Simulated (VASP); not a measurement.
# C (R-3m) in VASP: notebook, part 2 of 2

VASP 6.6.1. The steps go on from the part before.

## Step 5: Single point, PBE

This run uses another cell than the first one, of 8.74 Å³/atom, 0.952 times its volume.

File INCAR:

```
SYSTEM = C
PREC = Accurate
ENCUT = 520
EDIFF = 1E-7
ISMEAR = 0
SIGMA = 0.001
LREAL = .FALSE.
LASPH = .TRUE.
NELM = 80
ALGO = Normal
ISIF = 2
LWAVE = .FALSE.
LCHARG = .FALSE.
GGA = PE
NBANDS = 11
```

File KPOINTS:

```
Automatic mesh
0
G
  8 8 8
  0 0 0
```

File POSCAR:

```
C
1.0
    1.2280263465      0.7090013417      3.3470108394
   -1.2280263465      0.7090013417      3.3470108394
    0.0000000000     -1.4180026834      3.3470108394
C
2
Direct
    0.1640000000      0.1640000000      0.1640000000
    0.8360000000      0.8360000000      0.8360000000
```

Potentials or basis: VASP PAW PBE potentials, release 64 (C).

Started as:

```bash
$ cat potpaw_PBE.64/C/POTCAR > POTCAR
$ mpirun -np 1 vasp_std > vasp.out
```

OUTCAR:

```text
SYSTEM = C
   PREC = Accurate
   ENCUT = 520
   EDIFF = 1E-7
   ISMEAR = 0
   LREAL = .FALSE.
   LASPH = .TRUE.
   NELM = 80
   ISIF = 2
   GGA = PE

 ion  position               nearest neighbor table
   1  0.164  0.164  0.164-   2 1.42   2 1.42   2 1.42
   2  0.836  0.836  0.836-   1 1.42   1 1.42   1 1.42

  LATTYP: Found a trigonal (rhomboedric) cell.
 ALAT       =     3.6349983727
 COS(alpha) =     0.7717362630

  Lattice vectors:

 A1 = (   1.2280263465,   0.7090013417,   3.3470108394)
 A2 = (  -1.2280263465,   0.7090013417,   3.3470108394)
 A3 = (   0.0000000000,  -1.4180026834,   3.3470108394)

Analysis of symmetry for initial positions (statically):
=====================================================================
 Subroutine PRICEL returns:
 Original cell was already a primitive cell.

 Routine SETGRP: Setting up the symmetry group for a
 trigonal (rhombohedral) supercell.

 Subroutine GETGRP returns: Found 12 space group operations
 (whereof 12 operations were pure point group operations)
 out of a pool of 12 trial point group operations.

The static configuration has the point symmetry D_3d.

Analysis of symmetry for dynamics (positions and initial velocities):
=====================================================================
 Subroutine PRICEL returns:
 Original cell was already a primitive cell.

 Routine SETGRP: Setting up the symmetry group for a
 trigonal (rhombohedral) supercell.

 Subroutine GETGRP returns: Found 12 space group operations
 (whereof 12 operations were pure point group operations)
 out of a pool of 12 trial point group operations.

The dynamic configuration has the point symmetry D_3d.

 Subroutine INISYM returns: Found 12 space group operations
 (whereof 12 operations are pure point group operations),
 and found     1 'primitive' translations

----------------------------------------------------------------------------------------

                                     Primitive cell

  volume of cell :      17.4849

  direct lattice vectors                    reciprocal lattice vectors
     1.228026347  0.709001342  3.347010839     0.407157388  0.235072428  0.099591352
    -1.228026347  0.709001342  3.347010839    -0.407157388  0.235072428  0.099591352
     0.000000000 -1.418002683  3.347010839     0.000000000 -0.470144855  0.099591352

  length of vectors
     3.634998373  3.634998373  3.634998373     0.480577384  0.480577384  0.480577384

  position of ions in fractional coordinates (direct lattice)
     0.164000000  0.164000000  0.164000000
     0.836000000  0.836000000  0.836000000

  ion indices of the primitive-cell ions
   primitive index   ion index
                 1           1
                 2           2

----------------------------------------------------------------------------------------

 KPOINTS: Automatic mesh

Automatic generation of k-mesh.
 Grid dimensions read from file:
 generate k-points for:    8    8    8

 Generating k-lattice:

  Cartesian coordinates                     Fractional coordinates (reciprocal lattice)
     0.050894674  0.029384053  0.012448919     0.125000000 -0.000000000  0.000000000
    -0.050894674  0.029384053  0.012448919    -0.000000000  0.125000000  0.000000000
     0.000000000 -0.058768107  0.012448919     0.000000000  0.000000000  0.125000000

  Length of vectors
     0.060072173  0.060072173  0.060072173

  Shift w.r.t. Gamma in fractional coordinates (k-lattice)
     0.000000000  0.000000000  0.000000000

 Subroutine IBZKPT returns following result:
 ===========================================

 Found     65 irreducible k-points:

 Following reciprocal coordinates:
            Coordinates               Weight
  0.000000  0.000000  0.000000      1.000000
  0.125000 -0.000000  0.000000      6.000000
  0.250000 -0.000000  0.000000      6.000000
  0.375000 -0.000000  0.000000      6.000000
  0.500000 -0.000000  0.000000      3.000000
  0.125000  0.125000  0.000000      6.000000
[... 16 lines left out ...]
  0.250000  0.125000  0.125000      6.000000
  0.375000  0.125000  0.125000      6.000000
 [... further k-points ...]
   k-points           NKPTS =     65   k-points in BZ     NKDIM =     65   number of bands    NBANDS=     11
   number of dos      NEDOS =    301   number of ions     NIONS =      2
   total plane-waves  NPLWV =  21952
   dimension x,y,z NGX =    28 NGY =   28 NGZ =   28
   dimension x,y,z NGXF=    56 NGYF=   56 NGZF=   56
   ions per type =               2
   NGX,Y,Z   is equivalent  to a cutoff of  12.81, 12.81, 12.81 a.u.
   NGXF,Y,Z  is equivalent  to a cutoff of  25.61, 25.61, 25.61 a.u.
 SYSTEM =  C
   PREC   = accura    normal or accurate (medium, high low for compatibility)
   ISTART =      0    job   : 0-new  1-cont  2-samecut
   ICHARG =      2    charge: 1-file 2-atom 10-const
   ISPIN  =      1    spin polarized calculation?
   LNONCOLLINEAR =      F non collinear calculations
   LSORBIT =      F    spin-orbit coupling
   LASPH  =      T    aspherical Exc in radial PAW
   ENCUT  =  520.0 eV  38.22 Ry    6.18 a.u.   6.76  6.76  6.76*2*pi/ulx,y,z
   NELM   =     80;   NELMIN=  2; NELMDL= -5     # of ELM steps
   EDIFF  = 0.1E-06   stopping-criterion for ELM
   LREAL  =      F    real-space projection
   EDIFFG = 0.1E-05   stopping-criterion for IOM
   NSW    =      0    number of steps for IOM
   IBRION =     -1    ionic relax: 0-MD 1-quasi-New 2-CG
   NFREE  =      0    steps in history (QN), initial steepest desc. (CG)
   ISIF   =      2    stress and relaxation
   ISYM   =      2    0-nonsym 1-usesym 2-fastsym
   POTIM  = 0.5000    time-step for ionic-motion
   TEBEG  =    0.0;   TEEND  =   0.0 temperature during run
   PSTRESS=    0.0 pullay stress
   NELECT =       8.0000    total number of electrons
   NUPDOWN=      -1.0000    fix difference up-down
   EMIN   =  10.00;   EMAX   =-10.00  energy-range for DOS
   EFERMI =   0.00;   METHOD = LEGACY
   ISMEAR =     0;   SIGMA  =   0.00  broadening in eV -4-tet -1-fermi 0-gaus
   EFERMI_NEDOS =   21; number of points for ismear=-14 and -15
   IALGO  =     38    algorithm
   IMIX   =      4    mixing-type and parameters
     AMIX     =   0.40;   BMIX     =  1.00
     AMIX_MAG =   1.60;   BMIX_MAG =  1.00
  volume/ion in A,a.u.               =       8.74        59.00
  Fermi-wavevector in a.u.,A,eV,Ry     =   1.261490  2.383870 21.651724  1.591357
  Thomas-Fermi vector in A             =   2.394946
   LORBIT       =      0    0 simple, 1 ext, 2 COOP (PROOUT), +10 PAW based schemes
   GGA     = PE    functional components
   LHFCALC =     F    Hartree Fock is set to
   AEXX    =    0.0000 exact exchange contribution
   IVDW    =     0    specifies the selected vdW correction
   LEPSILON=     F    determine dielectric tensor
   LRPA    =     F    only Hartree local field effects (RPA)
 non-spin polarized calculation
 Gauss-broadening in eV      SIGMA  =   0.00
  energy-cutoff  :      520.00
  volume of cell :       17.48
 maximum number of plane-waves:       482
   NGX = 13   NGY = 13   NGZ = 13

 number of electron       8.0000000 magnetization

 Free energy of the ion-electron system (eV)
  ---------------------------------------------------
  ext. energy  EPLUGINS =         0.00000000
  ---------------------------------------------------
  free energy    TOTEN  =       -18.39656538 eV

  energy without entropy =      -18.39656538  energy(sigma->0) =      -18.39656538

 E-fermi :   4.2203     XC(G=0): -10.3647

 val. band max:        4.1414898535   @ k =  -0.1250   0.5000   0.1250
 cond. band min:       5.5616186229   @ k =  -0.1250   0.5000   0.1250
 fundamental gap:      1.4201287694
 Fermi energy:         4.2203253621

 k-point     1 :       0.0000    0.0000    0.0000
  band No.  band energies     occupation
      1     -14.9707      2.00000
      2      -1.8335      2.00000
      3       1.7958      2.00000
      4       1.7958      2.00000
      5       8.9567      0.00000
      6      13.2015      0.00000
      7      13.2015      0.00000
      8      16.2963      0.00000
      9      17.6561      0.00000
     10      27.6332      0.00000
     11      30.6950      0.00000
[... 309 lines left out ...]
 k-point    24 :       0.3750    0.1250    0.1250
  band No.  band energies     occupation
      1     -13.3809      2.00000
      2      -2.6737      2.00000
      3      -0.9373      2.00000
      4      -0.2254      2.00000
      5      11.6547      0.00000
      6      13.0571      0.00000
      7      13.3227      0.00000
      8      18.3025      0.00000
      9      19.8827      0.00000
     10      25.2391      0.00000
     11      27.0191      0.00000

 [... further k-points ...]
[... 5 lines left out ...]
  --------------------------------------------------------------------------------------
  -------------------------------------------------------------------------------------
  Total        0.6231141      0.6231141      0.3202886      0.0000000      0.0000000      0.0000000
  in kB       57.0972317     57.0972317     29.3487078      0.0000000      0.0000000      0.0000000
  external PRESSURE =      47.8477238 kB  Pullay stress =       0.0000000 kB

 VOLUME and BASIS-vectors are now :
 -----------------------------------------------------------------------------
  energy-cutoff  :      520.00
  volume of cell :       17.48
      direct lattice vectors                 reciprocal lattice vectors
     1.228026347  0.709001342  3.347010839     0.407157388  0.235072428  0.099591352
    -1.228026347  0.709001342  3.347010839    -0.407157388  0.235072428  0.099591352
     0.000000000 -1.418002683  3.347010839     0.000000000 -0.470144855  0.099591352

 POSITION                                       TOTAL-FORCE (eV/Angst)
 -----------------------------------------------------------------------------------
      0.00000      0.00000      1.64673         0.000000      0.000000      0.871424
      0.00000      0.00000      8.39430         0.000000     -0.000000     -0.871424
 -----------------------------------------------------------------------------------
    total drift:                                0.000000     -0.000000      0.000000

  FREE ENERGIE OF THE ION-ELECTRON SYSTEM (eV)
  ---------------------------------------------------
  free  energy   TOTEN  =       -18.3965653809 eV

  energy  without entropy=      -18.3965653809  energy(sigma->0) =      -18.39656538
```

OSZICAR:

```text
N       E                     dE             d eps       ncg     rms          rms(c)
DAV:   1     0.526666510531E+01    0.52667E+01   -0.45392E+03  1478   0.667E+02
DAV:   2    -0.190439184839E+02   -0.24311E+02   -0.23202E+02  1932   0.130E+02
DAV:   3    -0.196095755772E+02   -0.56566E+00   -0.56429E+00  1775   0.163E+01
DAV:   4    -0.196116668004E+02   -0.20912E-02   -0.20911E-02  1638   0.125E+00
DAV:   5    -0.196116747842E+02   -0.79838E-05   -0.79838E-05  1834   0.722E-02    0.639E+00
DAV:   6    -0.186857691427E+02    0.92591E+00   -0.78615E-01  1634   0.514E+00    0.373E+00
DAV:   7    -0.183930827346E+02    0.29269E+00   -0.89067E-01  1694   0.551E+00    0.105E+00
DAV:   8    -0.183966718253E+02   -0.35891E-02   -0.20008E-02  1582   0.904E-01    0.115E-01
DAV:   9    -0.183964896621E+02    0.18216E-03   -0.55437E-04  1694   0.150E-01    0.543E-02
DAV:  10    -0.183965653525E+02   -0.75690E-04   -0.13616E-04  1610   0.810E-02    0.279E-02
DAV:  11    -0.183965651219E+02    0.23060E-06   -0.73408E-06  1743   0.154E-02    0.523E-03
DAV:  12    -0.183965653931E+02   -0.27122E-06   -0.52528E-07  1634   0.531E-03    0.856E-04
DAV:  13    -0.183965653809E+02    0.12202E-07   -0.35944E-08  1749   0.123E-03
   1 F= -.18396565E+02 E0= -.18396565E+02  d E =0.000000E+00
```

stdout:

```text
POSCAR found type information on POSCAR C
 POSCAR found :  1 types and       2 ions
 scaLAPACK will be used
 LDA part: xc-table for (Slater+PW92), standard interpolation
 POSCAR, INCAR and KPOINTS ok, starting setup
 FFT: planning ... GRIDC
 FFT: planning ... GRID_SOFT
 FFT: planning ... GRID
 WAVECAR not read
 entering main loop
```

It took 42 s on 1 thread of AMD EPYC 7R13, shared host; peak memory 0.12 GiB.

What came out:

```
Free energy            : -18.3966 eV
Pressure               : 4.8 GPa
Largest force          : 0.871 eV/Å
Band gap on the k mesh : 1.42 eV, direct
```

Forces on the atoms (eV/Å):
```
C    0.000  0.000  0.871
C    0.000  0.000 -0.871
```

Stress tensor (GPa, compression positive):
```
5.71 0.00 0.00
0.00 5.71 0.00
0.00 0.00 2.93
```

## Step 6: Overview

| cell | k mesh | smearing | gap on the mesh (eV) | pressure (GPa) | largest force (eV/Å) |
| --- | --- | --- | --- | --- | --- |
| a = 3.695 Å, angles 39.5°, 2 atoms | 17 × 17 × 17 | fermi-dirac 0.03 eV | 0.39 | -8.2 | 0.89 |
| a = 3.635 Å, angles 39.5°, 2 atoms | 5 × 5 × 5 | fermi-dirac 0.03 eV | 2.48 | 4.9 | 0.87 |
| a = 3.635 Å, angles 39.5°, 2 atoms | 8 × 8 × 8 | fermi-dirac 0.03 eV | 1.42 | 4.8 | 0.87 |
| a = 3.635 Å, angles 39.5°, 2 atoms | 8 × 8 × 8 | gaussian 0.001 eV | 1.42 | 4.8 | 0.87 |

Alike in all rows: task single point; level PBE; potentials or basis VASP PAW PBE potentials, release 64 (C); no spin polarisation; cutoff (eV) 520.

Caveats: some runs use coarse meshes.

Total energies depend on the potentials used, so only differences within one code and one set of settings carry meaning.
